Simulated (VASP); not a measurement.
Runs of VASP 6.6.1 on HfO2. The structure is that of space group Fm-3m (No. 225), or close to it. The cells are those of the table. 

```csv
cell,gap on the mesh (eV),pressure (GPa)
"a = 3.532, b = 3.532, c = 3.577 Å, angles 59.6, 59.6, 60.8°, 3 atoms",4.15,3.1
"a = 3.443, b = 3.443, c = 3.487 Å, angles 59.6, 59.6, 60.9°, 3 atoms",4.29,29.3
"a = 3.666 Å, angles 60.0°, 3 atoms",4.09,-20.4
"a = 3.489, b = 3.489, c = 3.398 Å, angles 60.9, 60.9, 58.3°, 3 atoms",3.98,(b)
"a = 3.487 Å, angles 60.0°, 3 atoms",4.54,(a)
```

Alike in all rows: task single point; level r2SCAN; potentials or basis VASP PAW PBE potentials, release 64 (Hf_pv, O); no spin polarisation; k mesh 8 × 8 × 8; cutoff (eV) 520; smearing gaussian 0.05 eV.

Estimate the missing entries.

(a) 19.4; (b) 29.6.

Caveats: the PAW data sets were made with another functional, which shifts forces and pressure a little; spin-orbit coupling is left out, which moves the levels of the heavy elements.

A k mesh can miss the band edges, and the runs leave out spin-orbit coupling on Hf.
